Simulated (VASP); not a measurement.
# Se (Pm-3m) in VASP: a series of runs, part 2 of 2

VASP 6.6.1. The steps go on from the part before.

**3. Single point, LDA**

This run uses another cell than the first one, of 21.26 Å³/atom, 1.013 times its volume.

INCAR

```
SYSTEM = Se
ALGO = Normal
EDIFF = 1E-7
ENCUT = 520
GGA = CA
ISIF = 2
ISMEAR = 1
LASPH = .TRUE.
LCHARG = .FALSE.
LREAL = .FALSE.
LWAVE = .FALSE.
NBANDS = 9
NELM = 60
PREC = Accurate
SIGMA = 0.1
```

KPOINTS

```
k-points
0
G
  12 12 12
  0 0 0
```

POSCAR

```
Se
1.0
    2.7702785501      0.0000000000      0.0000000000
    0.0000000000      2.7702785501      0.0000000000
    0.0000000000      0.0000000000      2.7702785501
Se
1
Direct
    0.0000000000      0.0000000000      0.0000000000
```

Potentials or basis: VASP PAW LDA potentials, release 64 (Se).

Started as:

```
> cat potpaw_LDA.64/Se/POTCAR > POTCAR
> mpirun -np 1 vasp_std > vasp.out
```

Wall time 3.5 s (1 thread of Intel Xeon 6975P-C (Granite Rapids), shared host); peak memory 0.13 GiB.

Results (log left out):

| Quantity | Value |
| --- | --- |
| Free energy | -4.0776 eV |
| Pressure | 0.2 GPa |
| Band gap on the k mesh | zero (band 3 reaches 8.53 eV, above the bottom of band 4 at 1.95 eV) |

Levels at points of the mesh, in eV from the Fermi level:
```
           k point  band 1  band 2  band 3  band 4  band 5  band 6  band 7  band 8
(0.00, 0.00, 0.00)  -16.62    1.44    1.44    1.44    7.67    7.67    7.95   22.79
(0.50, 0.00, 0.00)  -14.33   -7.54    3.01    3.01    9.98   11.89   12.55   13.65
(0.50, 0.50, 0.00)  -12.05   -5.43   -5.43    2.45    4.43   13.79   16.00   16.00
(0.50, 0.50, 0.50)   -9.69   -3.57   -3.57   -3.57    5.56    5.56    5.56    9.55
```

**4. Single point, PBEsol**

This run uses another cell than the first one, of 21.65 Å³/atom, 1.031 times its volume.

INCAR

```
SYSTEM = Se
  PREC = Accurate
  ENCUT = 520
  EDIFF = 1E-7
  ISMEAR = 1
  SIGMA = 0.1
  LREAL = .False.
  LASPH = .True.
  NELM = 100
  ALGO = Normal
  ISIF = 2
  LWAVE = .False.
  LCHARG = .False.
  GGA = PS
  NBANDS = 9
```

KPOINTS

```
Automatic mesh
0
Gamma
  12 12 12
  0 0 0
```

POSCAR

```
Se
1.0
    2.7871798075      0.0000000000      0.0000000000
    0.0000000000      2.7871798075      0.0000000000
    0.0000000000      0.0000000000      2.7871798075
Se
1
Direct
    0.0000000000      0.0000000000      0.0000000000
```

Potentials or basis: VASP PAW PBE potentials, release 64 (Se).

Started as:

```
> cat potpaw_PBE.64/Se/POTCAR > POTCAR
> mpirun -np 1 vasp_std > vasp.out
```

OUTCAR:

```text
SYSTEM = Se
   PREC = Accurate
   ENCUT = 520
   EDIFF = 1E-7
   ISMEAR = 1
   LREAL = .False.
   LASPH = .True.
   NELM = 100
   ISIF = 2
   GGA = PS

 ion  position               nearest neighbor table
   1  0.000  0.000  0.000-

  LATTYP: Found a simple cubic cell.
 ALAT       =     2.7871798075

  Lattice vectors:

 A1 = (   2.7871798075,   0.0000000000,   0.0000000000)
 A2 = (   0.0000000000,   2.7871798075,   0.0000000000)
 A3 = (   0.0000000000,   0.0000000000,   2.7871798075)

Analysis of symmetry for initial positions (statically):
[... 459 lines left out ...]
      3       1.3291      2.00000
      4       8.9579      0.00000
      5       9.7840      0.00000
      6      17.2098      0.00000
      7      20.5374      0.00000
      8      21.7222      0.00000
      9      22.1695      0.00000

 [... further k-points ...]
[... 5 lines left out ...]
  --------------------------------------------------------------------------------------
  -------------------------------------------------------------------------------------
  Total        0.0197057      0.0197057      0.0197057     -0.0000000     -0.0000000      0.0000000
  in kB        1.4581674      1.4581674      1.4581674     -0.0000000     -0.0000000      0.0000000
  external PRESSURE =       1.4581674 kB  Pullay stress =       0.0000000 kB

 VOLUME and BASIS-vectors are now :
 -----------------------------------------------------------------------------
  energy-cutoff  :      520.00
  volume of cell :       21.65
      direct lattice vectors                 reciprocal lattice vectors
     2.787179807  0.000000000  0.000000000     0.358785607  0.000000000  0.000000000
     0.000000000  2.787179807  0.000000000     0.000000000  0.358785607  0.000000000
     0.000000000  0.000000000  2.787179807     0.000000000  0.000000000  0.358785607

 POSITION                                       TOTAL-FORCE (eV/Angst)
 -----------------------------------------------------------------------------------
      0.00000      0.00000      0.00000         0.000000      0.000000      0.000000
 -----------------------------------------------------------------------------------
    total drift:                               -0.000000      0.000000      0.000000

  FREE ENERGIE OF THE ION-ELECTRON SYSTEM (eV)
  ---------------------------------------------------
  free  energy   TOTEN  =        -3.7545912704 eV

  energy  without entropy=       -3.7539166169  energy(sigma->0) =       -3.75436639
```

OSZICAR:

```text
N       E                     dE             d eps       ncg     rms          rms(c)
DAV:   1     0.912379723423E+01    0.91238E+01   -0.27025E+03  1520   0.554E+02
DAV:   2    -0.343693700314E+01   -0.12561E+02   -0.11884E+02  1964   0.734E+01
DAV:   3    -0.375285444059E+01   -0.31592E+00   -0.31467E+00  1877   0.110E+01
DAV:   4    -0.375339969055E+01   -0.54525E-03   -0.54522E-03  1970   0.520E-01
DAV:   5    -0.375340024266E+01   -0.55211E-06   -0.55198E-06  1878   0.142E-02    0.410E+00
DAV:   6    -0.375407572882E+01   -0.67549E-03   -0.48003E-04  1810   0.151E-01    0.245E+00
DAV:   7    -0.375458288592E+01   -0.50716E-03   -0.98703E-04  1623   0.220E-01    0.415E-02
DAV:   8    -0.375458969586E+01   -0.68099E-05   -0.41342E-05  1777   0.386E-02    0.719E-03
DAV:   9    -0.375459112690E+01   -0.14310E-05   -0.16359E-06  1860   0.796E-03    0.332E-03
DAV:  10    -0.375459126907E+01   -0.14217E-06   -0.63176E-07  1621   0.412E-03    0.618E-04
DAV:  11    -0.375459127036E+01   -0.12857E-08   -0.29445E-08   948   0.933E-04
   1 F= -.37545913E+01 E0= -.37543664E+01  d E =-.674653E-03
```

stdout:

```text
POSCAR found type information on POSCAR Se
 POSCAR found :  1 types and       1 ions
 scaLAPACK will be used
 -----------------------------------------------------------------------------
|                                                                             |
|                                                                             |
|     You enforced a specific xc type in the INCAR file but a different       |
|     I HOPE YOU KNOW WHAT YOU ARE DOING!                                     |
|                                                                             |
 -----------------------------------------------------------------------------

 LDA part: xc-table for (Slater+PW92), standard interpolation
 POSCAR, INCAR and KPOINTS ok, starting setup
 FFT: planning ... GRIDC
 FFT: planning ... GRID_SOFT
 FFT: planning ... GRID
 WAVECAR not read
 entering main loop
```

Wall time 4.2 s (1 thread of Intel Xeon 6975P-C (Granite Rapids), shared host); peak memory 0.14 GiB.

What came out:

* Free energy: -3.7546 eV
* Pressure: 0.1 GPa
* Band gap on the k mesh: zero (band 3 reaches 8.09 eV, above the bottom of band 4 at 1.62 eV)

Caveat: the PAW data sets were made with another functional, which shifts forces and pressure a little.

**5. The runs side by side**

```tsv
level	potentials or basis	cell	gap on the mesh (eV)	pressure (GPa)
PBEsol+D3(BJ)	VASP PAW PBE potentials, release 64 (Se)	a = 2.759 Å, 1 atom	none	0.1
LDA	VASP PAW LDA potentials, release 64 (Se)	a = 2.770 Å, 1 atom	none	0.2
PBEsol	VASP PAW PBE potentials, release 64 (Se)	a = 2.787 Å, 1 atom	none	0.1
```

Alike in all rows: task single point; no spin polarisation; k mesh 12 × 12 × 12; cutoff (eV) 520; smearing methfessel-paxton 0.1 eV.

Caveats: the PAW data sets were made with another functional, which shifts forces and pressure a little (some runs); pairwise dispersion overbinds metals, which lowers pressure and volume (some runs).

Absolute energies hang on the potentials; compare differences alone.
